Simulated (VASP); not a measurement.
# HgTe (F-43m) in VASP: notebook, part 2 of 2

VASP 6.6.1. Earlier steps stand in the parts before.

## Step 3: Relaxation of cell and atoms, HSE06

This run uses another cell than the first one, of 33.22 Å³/atom.

POSCAR reads:

```
HgTe
1.0
    0.0000000000      3.2145000000      3.2145000000
    3.2145000000      0.0000000000      3.2145000000
    3.2145000000      3.2145000000      0.0000000000
Hg Te
1 1
Direct
    0.0000000000      0.0000000000      0.0000000000
    0.7500000000      0.7500000000      0.7500000000
```

INCAR.step1 reads:

```
PREC = Accurate
ENCUT = 600
EDIFF = 1E-5
ISMEAR = -1
SIGMA = 0.05
LREAL = False
LASPH = True
NELM = 60
ALGO = Normal
LWAVE = True
LCHARG = False
GGA = PE
NBANDS = 16
```

INCAR.step2 reads:

```
PREC = Accurate
ENCUT = 600
EDIFF = 1E-7
ISMEAR = -1
SIGMA = 0.05
LREAL = False
LASPH = True
NELM = 60
ALGO = Normal
ISIF = 3
LWAVE = False
LCHARG = False
GGA = PE
LHFCALC = True
HFSCREEN = 0.2079
PRECFOCK = Normal
IBRION = 2
NSW = 60
EDIFFG = -0.01
ISTART = 1
```

KPOINTS reads:

```
Automatic mesh
0
Gamma
  4 4 4
```

Potentials or basis: VASP PAW PBE potentials, release 64 (Hg, Te).

Command:

```sh
$ cat potpaw_PBE.64/Hg/POTCAR potpaw_PBE.64/Te/POTCAR > POTCAR
$ cp INCAR.step1 INCAR
$ mpirun -np 1 vasp_std > vasp.out
$ cp INCAR.step2 INCAR
$ mpirun -np 1 vasp_std > vasp.out
```

OUTCAR:

```text
PREC = Accurate
   ENCUT = 600
   EDIFF = 1E-7
   ISMEAR = -1
   LREAL = False
   LASPH = True
   NELM = 60
   ISIF = 3
   GGA = PE
   LHFCALC = True
   HFSCREEN = 0.2079
   PRECFOCK = Normal
   IBRION = 2
   NSW = 60
   EDIFFG = -0.01
   ISTART = 1

 ion  position               nearest neighbor table
   1  0.000  0.000  0.000-   2 2.78   2 2.78   2 2.78   2 2.78
   2  0.750  0.750  0.750-   1 2.78   1 2.78   1 2.78   1 2.78

  LATTYP: Found a face centered cubic cell.
 ALAT       =     6.4290000000

  Lattice vectors:

 A1 = (   0.0000000000,   3.2145000000,   3.2145000000)
 A2 = (   3.2145000000,   0.0000000000,   3.2145000000)
 A3 = (   3.2145000000,   3.2145000000,   0.0000000000)

Analysis of symmetry for initial positions (statically):
=====================================================================
 Subroutine PRICEL returns:
 Original cell was already a primitive cell.

 Routine SETGRP: Setting up the symmetry group for a
 face centered cubic supercell.

 Subroutine GETGRP returns: Found 24 space group operations
 (whereof 24 operations were pure point group operations)
 out of a pool of 48 trial point group operations.

The static configuration has the point symmetry T_d .

Analysis of symmetry for dynamics (positions and initial velocities):
=====================================================================
 Subroutine PRICEL returns:
 Original cell was already a primitive cell.

 Routine SETGRP: Setting up the symmetry group for a
 face centered cubic supercell.

 Subroutine GETGRP returns: Found 24 space group operations
 (whereof 24 operations were pure point group operations)
 out of a pool of 48 trial point group operations.

The dynamic configuration has the point symmetry T_d .

 Subroutine INISYM returns: Found 24 space group operations
 (whereof 24 operations are pure point group operations),
 and found     1 'primitive' translations
[... 96 lines left out ...]
   IMIX   =      1    mixing-type and parameters
     AMIX     =   0.40;   BMIX     =  1.00
     AMIX_MAG =   1.60;   BMIX_MAG =  1.00
  volume/ion in A,a.u.               =      33.22       224.15
  Fermi-wavevector in a.u.,A,eV,Ry     =   1.059357  2.001894 15.268958  1.122237
  Thomas-Fermi vector in A             =   2.194699
   LORBIT       =      0    0 simple, 1 ext, 2 COOP (PROOUT), +10 PAW based schemes
   GGA     = PE    functional components
   LHFCALC =     T    Hartree Fock is set to
   PRECFOCK=normal    Normal, Fast or Accurate (Low or Medium for compatibility)
   ENCUT4O =  -1.0   cutoff for four orbital integrals eV
   NKREDX  =     1    reduce k-point grid by
   NKREDY  =     1    reduce k-point grid by
   NKREDZ  =     1    reduce k-point grid by
   AEXX    =    0.2500 exact exchange contribution
   HFSCREEN=    0.2079 screening length (either q_TF or 0.3 A-1)
   HFSCREENC=   0.2079 screening length for correlation (either q_TF or 0.3 A-1)
   ENCUTFOCK=  -1.0 apply spherical cutoff to Coloumb kernel
   IVDW    =     0    specifies the selected vdW correction
   LEPSILON=     F    determine dielectric tensor
   LRPA    =     F    only Hartree local field effects (RPA)
 conjugate gradient relaxation of ions
 non-spin polarized calculation
  energy-cutoff  :      600.00
  volume of cell :       66.43
 maximum number of plane-waves:      2252
  NGX = 28; NGY = 28; NGZ = 28

--------------------------------------- Ionic step        1  -------------------------------------------

 number of electron      18.0000000 magnetization

 Free energy of the ion-electron system (eV)
  ---------------------------------------------------
  ext. energy  EPLUGINS =         0.00000000
  ---------------------------------------------------
  free energy    TOTEN  =        -4.62103778 eV

  energy without entropy =       -4.61765446  energy(sigma->0) =       -4.61934612

------------------------ aborting loop because EDIFF is reached ----------------------------------------

  FORCE on cell =-STRESS in cart. coord.  units (eV):
  Direction    XX          YY          ZZ          XY          YZ          ZX
  --------------------------------------------------------------------------------------
  -------------------------------------------------------------------------------------
  Total        1.4115140      1.4115140      1.4115140     -0.0000000      0.0000000     -0.0000000
  in kB       34.0428158     34.0428158     34.0428158     -0.0000000      0.0000000     -0.0000000
  external PRESSURE =      34.0428158 kB  Pullay stress =       0.0000000 kB
[... 59 lines left out ...]
--------------------------------------- Ionic step        3  -------------------------------------------

 number of electron      18.0000001 magnetization

 Free energy of the ion-electron system (eV)
  ---------------------------------------------------
  ext. energy  EPLUGINS =         0.00000000
  ---------------------------------------------------
  free energy    TOTEN  =        -4.66989511 eV

  energy without entropy =       -4.66688385  energy(sigma->0) =       -4.66838948

 E-fermi :   2.1242     XC(G=0):  -7.0896

 val. band max:        2.0893305711   @ k =   0.0000   0.0000   0.0000
 cond. band min:       3.4388913506   @ k =   0.5000   0.0000   0.0000
 fundamental gap:      1.3495607795
 Fermi energy:         2.1241834196

 k-point     1 :       0.0000    0.0000    0.0000
  band No.  band energies     occupation
      1     -10.5304      2.00000
      2      -6.0708      2.00000
      3      -6.0708      2.00000
      4      -6.0708      2.00000
      5      -5.6026      2.00000
      6      -5.6026      2.00000
      7       1.8228      1.99519
      8       2.0893      1.33509
      9       2.0893      1.33508
     10       2.0893      1.33507
     11       7.1712      0.00000
     12       7.1712      0.00000
     13       7.1712      0.00000
[... 139 lines left out ...]
  FREE ENERGIE OF THE ION-ELECTRON SYSTEM (eV)
  ---------------------------------------------------
  free  energy   TOTEN  =        -4.6698951054 eV

  energy  without entropy=       -4.6668838515  energy(sigma->0) =       -4.66838948

 reached required accuracy - stopping structural energy minimisation
```

Run time: 23 min. Hardware: 1 thread of AMD EPYC 9R45 (Zen 5), shared host; peak memory 0.32 GiB.

Results:

* Free energy: -4.6699 eV
* Relaxed volume: 35.67 Å³/atom
* Relaxed cell: a = 4.655 Å, b = 4.655 Å, c = 4.655 Å, α = 60.00°, β = 60.00°, γ = 60.00°
* Space group after relaxing (to 0.1 Å): F-43m (No. 216)
* Energy gained by relaxing: 24.4 meV/atom
* Ionic steps: 3
* Pressure after relaxing: 0.0 GPa
* Band gap on the k mesh: zero (filled and empty bands touch)

The path:
| step | energy change (eV) | largest force (eV/Å) | pressure (GPa) | volume (Å³) |
| --- | --- | --- | --- | --- |
| 1 | 0.0000 | 0.0000 | 3.40 | 66.43 |
| 2 | -0.0416 | 0.0000 | -1.07 | 73.45 |
| 3 | -0.0489 | 0.0000 | 0.01 | 71.35 |

Final structure:
```
Hg Te
1.0
     0.00000    3.29192    3.29192
     3.29192    0.00000    3.29192
     3.29192    3.29192    0.00000
Hg Te
1 1
Direct
  0.00000 0.00000 0.00000
  0.75000 0.75000 0.75000
```

Caveat: the k points lie up to 0.41 Å⁻¹ apart in the final cell; the PAW data sets were made with another functional, which shifts forces and pressure a little; spin-orbit coupling is left out, which moves the levels of the heavy elements. Zero-point motion and thermal expansion aren't in these numbers.

## Step 4: Single point, r2SCAN50

This run uses another cell than the first one, of 33.88 Å³/atom.

POSCAR reads:

```
HgTe
1.0
    0.0000000000      3.2357886999      3.2357886999
    3.2357886999      0.0000000000      3.2357886999
    3.2357886999      3.2357886999      0.0000000000
Hg Te
1 1
Direct
    0.0000000000      0.0000000000      0.0000000000
    0.7500000000      0.7500000000      0.7500000000
```

INCAR.step1 reads:

```
SYSTEM = HgTe
PREC = Accurate
ENCUT = 520
EDIFF = 1E-5
ISMEAR = -1
SIGMA = 0.05
LREAL = .False.
LASPH = .True.
NELM = 100
ALGO = Normal
ISIF = 2
LWAVE = .True.
LCHARG = .False.
NBANDS = 16
GGA = PE
```

INCAR.step2 reads:

```
SYSTEM = HgTe
PREC = Accurate
ENCUT = 520
EDIFF = 1E-6
ISMEAR = -1
SIGMA = 0.05
LREAL = .False.
LASPH = .True.
NELM = 100
ALGO = Normal
ISIF = 2
LWAVE = .False.
LCHARG = .False.
METAGGA = R2SCAN
LHFCALC = .True.
AEXX = 0.5
LMIXTAU = .True.
PRECFOCK = Normal
NBANDS = 16
ISTART = 1
```

KPOINTS reads:

```
Automatic mesh
0
Gamma
  4 4 4
  0 0 0
```

Command:

```sh
$ cat potpaw_PBE.64/Hg/POTCAR potpaw_PBE.64/Te/POTCAR > POTCAR
$ cp INCAR.step1 INCAR
$ mpirun -np 1 vasp_std > vasp.out
$ cp INCAR.step2 INCAR
$ mpirun -np 1 vasp_std > vasp.out
```

It took 12 min on 1 thread of AMD EPYC 7R13 (Zen 3), shared host; peak memory 0.19 GiB.

Results (log left out):

* Free energy: -43.9761 eV
* Pressure: -0.2 GPa
* Band gap on the k mesh: 2.08 eV

Levels at points of the mesh, in eV from the valence-band top:
```
           k point  band 5  band 6  band 7  band 8  band 9  band 10  band 11  band 12  band 13  band 14
(0.00, 0.00, 0.00)   -9.18   -9.18    0.00    0.00    0.00     2.08     7.38     7.38     7.38     9.83
(0.50, 0.00, 0.00)   -9.16   -8.75   -6.41   -1.17   -1.17     3.56     8.24     8.24    10.05    11.54
(0.50, 0.50, 0.00)   -9.12   -8.55   -6.38   -2.69   -2.69     4.82     5.18    11.94    12.91    12.91
```

Caveat: the k points lie up to 0.42 Å⁻¹ apart; the PAW data sets were made with another functional, which shifts forces and pressure a little; spin-orbit coupling is left out, which moves the levels of the heavy elements.

## Step 5: Single point, r2SCAN50

This run uses another cell than the first one, of 34.54 Å³/atom.

POSCAR reads:

```
HgTe
1.0
    0.0000000000      3.2568009036      3.2568009036
    3.2568009036      0.0000000000      3.2568009036
    3.2568009036      3.2568009036      0.0000000000
Hg Te
1 1
Direct
    0.0000000000      0.0000000000      0.0000000000
    0.7500000000      0.7500000000      0.7500000000
```

INCAR.step1 reads:

```
PREC = Accurate ; ENCUT = 520
EDIFF = 1E-5 ; ISMEAR = -1
SIGMA = 0.05 ; LREAL = F
LASPH = T ; NELM = 60
ALGO = Normal ; ISIF = 2
LWAVE = T ; LCHARG = F
NBANDS = 16 ; GGA = PE
```

INCAR.step2 reads:

```
PREC = Accurate ; ENCUT = 520
EDIFF = 1E-7 ; ISMEAR = -1
SIGMA = 0.05 ; LREAL = F
LASPH = T ; NELM = 60
ALGO = Normal ; ISIF = 2
LWAVE = F ; LCHARG = F
METAGGA = R2SCAN ; LHFCALC = T
AEXX = 0.5 ; LMIXTAU = T
PRECFOCK = Normal ; NBANDS = 16
ISTART = 1
```

KPOINTS reads:

```
Automatic mesh
0
Gamma
  4 4 4
```

Command:

```sh
$ cat potpaw_PBE.64/Hg/POTCAR potpaw_PBE.64/Te/POTCAR > POTCAR
$ cp INCAR.step1 INCAR
$ mpirun -np 1 vasp_std > vasp.out
$ cp INCAR.step2 INCAR
$ mpirun -np 1 vasp_std > vasp.out
```

Wall time 13 min (1 thread of AMD EPYC 7R13 (Zen 3), shared host); peak memory 0.2 GiB.

It converged, with:

```
Free energy            : -43.9711 eV
Pressure               : -1.1 GPa
Band gap on the k mesh : 2.02 eV
```

Levels at points of the mesh, in eV from the valence-band top:
```tsv
k point	band 6	band 7	band 8	band 9	band 10	band 11	band 12	band 13
(0.00, 0.00, 0.00)	-9.10	0.00	0.00	0.00	2.02	7.41	7.41	7.41
(0.50, 0.00, 0.00)	-8.69	-6.26	-1.12	-1.12	3.54	8.26	8.26	10.04
(0.50, 0.50, 0.00)	-8.50	-6.24	-2.59	-2.59	4.83	5.22	11.84	12.81
```

Caveat: the PAW data sets were made with another functional, which shifts forces and pressure a little; spin-orbit coupling is left out, which moves the levels of the heavy elements.

## Step 6: Single point, r2SCAN50

This run uses another cell than the first one, of 35.21 Å³/atom.

POSCAR reads:

```
HgTe
1.0
    0.0000000000      3.2775454177      3.2775454177
    3.2775454177      0.0000000000      3.2775454177
    3.2775454177      3.2775454177      0.0000000000
Hg Te
1 1
Direct
    0.0000000000      0.0000000000      0.0000000000
    0.7500000000      0.7500000000      0.7500000000
```

INCAR.step1 reads:

```
SYSTEM = HgTe
ALGO = Normal
EDIFF = 1E-5
ENCUT = 520
GGA = PE
ISIF = 2
ISMEAR = -1
LASPH = .TRUE.
LREAL = .FALSE.
LWAVE = .TRUE.
NBANDS = 16
NELM = 80
PREC = Accurate
SIGMA = 0.05
```

INCAR.step2 reads:

```
SYSTEM = HgTe
AEXX = 0.5
ALGO = Normal
EDIFF = 1E-6
ENCUT = 520
ISIF = 2
ISMEAR = -1
ISTART = 1
LASPH = .TRUE.
LCHARG = .TRUE.
LELF = .TRUE.
LHFCALC = .TRUE.
LMIXTAU = .TRUE.
LREAL = .FALSE.
LVHAR = .TRUE.
LWAVE = .FALSE.
METAGGA = R2SCAN
NBANDS = 16
NELM = 80
PREC = Accurate
PRECFOCK = Normal
SIGMA = 0.05
```

KPOINTS reads:

```
k-points
0
G
  4 4 4
  0 0 0
```

Potentials or basis: VASP PAW PBE potentials, release 64 (Hg, Te).

Command:

```sh
$ cat potpaw_PBE.64/Hg/POTCAR potpaw_PBE.64/Te/POTCAR > POTCAR
$ cp INCAR.step1 INCAR
$ mpirun -np 1 vasp_std > vasp.out
$ cp INCAR.step2 INCAR
$ mpirun -np 1 vasp_std > vasp.out
```

Run time: 13 min. Hardware: 1 thread of AMD EPYC 7R13 (Zen 3), shared host; peak memory 0.2 GiB.

The run converged. Its results:

- Free energy: -43.9590 eV
- Pressure: -1.9 GPa
- Band gap on the k mesh: 1.95 eV

Levels at points of the mesh, in eV from the valence-band top:
```
           k point  band 6  band 7  band 8  band 9  band 10  band 11  band 12  band 13
(0.00, 0.00, 0.00)   -9.03    0.00    0.00    0.00     1.95     7.44     7.44     7.44
(0.50, 0.00, 0.00)   -8.63   -6.11   -1.08   -1.08     3.53     8.27     8.27    10.03
(0.50, 0.50, 0.00)   -8.46   -6.12   -2.50   -2.50     4.83     5.27    11.74    12.71
```

Caveat: the PAW data sets were made with another functional, which shifts forces and pressure a little; spin-orbit coupling is left out, which moves the levels of the heavy elements.

## Step 7: Overview

| task | level | cell | cutoff (eV) | share of exact exchange | screening parameter | gap on the mesh (eV) | pressure (GPa) |
| --- | --- | --- | --- | --- | --- | --- | --- |
| single point | HSE06 | a = 4.657 Å, angles 60.0°, 2 atoms | 520 | 0.25 | 0.2079 1/Å | none | -0.1 |
| relaxation of cell and atoms | HSE06 | relaxed from a = 4.546 Å, angles 60.0°, 2 atoms | 600 | 0.25 | 0.2079 1/Å | none | 0.0 |
| single point | r2SCAN50 | a = 4.576 Å, angles 60.0°, 2 atoms | 520 | 0.5 | - | 2.08 | -0.2 |
| single point | r2SCAN50 | a = 4.606 Å, angles 60.0°, 2 atoms | 520 | 0.5 | - | 2.02 | -1.1 |
| single point | r2SCAN50 | a = 4.635 Å, angles 60.0°, 2 atoms | 520 | 0.5 | - | 1.95 | -1.9 |

Alike in all rows: potentials or basis VASP PAW PBE potentials, release 64 (Hg, Te); no spin polarisation; k mesh 4 × 4 × 4; smearing fermi-dirac 0.05 eV.

Caveats: some runs use coarse meshes; the PAW data sets were made with another functional, which shifts forces and pressure a little; spin-orbit coupling is left out, which moves the levels of the heavy elements.

Total energies depend on the potentials used, so only differences within one code and one set of settings carry meaning.

The gap in the log of VASP goes by the Fermi energy; the results here count the filled bands.